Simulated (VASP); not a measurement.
Write the native input for VASP 6.6.1 that does the following.

```
Task                   : single point
Functional             : PBE
Potentials or basis    : VASP PAW PBE potentials, release 64 (Si)
Cutoff                 : 520 eV
k mesh                 : 2 × 2 × 2
Occupations            : fermi-dirac, width 0.05 eV
Spin                   : no spin polarisation
Dipole correction      : no
Further INCAR settings : LREAL = Auto; ALGO = Normal; EDIFF = 1e-06; NBANDS = 48
```

The structure of Si (a cell with a defect) lies in POSCAR:

```
Si
1.0
    0.0000000000      5.4300000000      5.4300000000
    5.4300000000      0.0000000000      5.4300000000
    5.4300000000      5.4300000000      0.0000000000
Si
17
Direct
   -0.0028118785     -0.0017348987     -0.0092643646
    0.1441073665      0.1453939227      0.0652744015
    0.0185914365      0.0187827808      0.4436050645
    0.1147511050      0.1149059853      0.6186433702
   -0.0028503683      0.5139485267     -0.0092258748
    0.1120796501      0.6267748619      0.1345021179
   -0.0249085635      0.5092275322      0.5062485267
    0.1148199816      0.6514247698      0.6186568140
    0.5127551565     -0.0016575506     -0.0093448435
    0.6256520258      0.1131695212      0.1345203499
    0.5090730203     -0.0246761510      0.5062439227
    0.6512399632      0.1150318600      0.6185591160
    0.4809915285      0.4821545120      0.0547848987
    0.6256318600      0.6267710866      0.1345007366
    0.5091384899      0.5092296501      0.5062316759
    0.6073918048      0.6076651013      0.6771890424
    0.3093662063      0.3099328729      0.5706516575
```

The input as run:

INCAR

```
PREC = Accurate
ENCUT = 520
EDIFF = 1E-6
ISMEAR = -1
SIGMA = 0.05
LREAL = Auto
LASPH = True
NELM = 100
ALGO = Normal
ISIF = 2
LWAVE = False
LCHARG = False
GGA = PE
NBANDS = 48
```

KPOINTS

```
regular mesh
0
Gamma
  2 2 2
```

Potentials or basis: VASP PAW PBE potentials, release 64 (Si).

Run with:

```sh
$ cat potpaw_PBE.64/Si/POTCAR > POTCAR
$ mpirun -np 1 vasp_std > vasp.out
```

Results of the run:

```
Pressure               : 4.7 GPa
Largest force          : 0.047 eV/Å
Band gap on the k mesh : 0.05 eV
```

Caveat: the k points lie up to 0.50 Å⁻¹ apart.

Run time: 3.2 min on 1 thread of Intel(R) Xeon(R) Platinum 8488C (Sapphire Rapids) (shared host), peak memory 0.46 GiB.
